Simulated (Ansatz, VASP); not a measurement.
# Two plane-wave programs on GaSb3

```
CELL_PARAMETERS angstrom
0.00000 3.61250 3.91414
3.61250 0.00000 3.91414
3.61250 3.61250 0.00000
ATOMIC_POSITIONS crystal
Ga 0.00000 0.00000 0.00000
Sb 0.25000 0.25000 0.25000
Sb 0.75000 0.75000 0.75000
Sb 0.50000 0.50000 0.50000
```

Alike in both runs: task single point; functional PBEsol; k mesh 10 × 10 × 10; occupations gaussian, width 0.15 eV; no spin polarisation.

|  | VASP | Ansatz |
| --- | --- | --- |
| version | VASP 6.6.1 | Ansatz 0.2.0 |
| potentials or method | VASP PAW PBE potentials, release 64 (Ga_d, Sb), cutoff 520 eV | scalar-relativistic, plane waves, PAW |
| valence electrons in the cell | 28 | 58 |

```tsv
	VASP	Ansatz	Ansatz less VASP
gap on the k mesh at the Fermi level (eV)	none	none	-
pressure (GPa)	-2.6	-2.6	0.00
traceless stress, the component that is largest in VASP (GPa)	-1.23	-1.23	+0.006
```

VASP's potentials were made for PBE, not for PBEsol, and Ansatz warns of the same on its side. A gap of «none» marks a metal or a gap that the smearing closes. VASP's potentials hold 28 valence electrons a cell and Ansatz's 58, so a difference there can come from the potentials and not from the codes.

Neither program's run includes spin-orbit coupling.
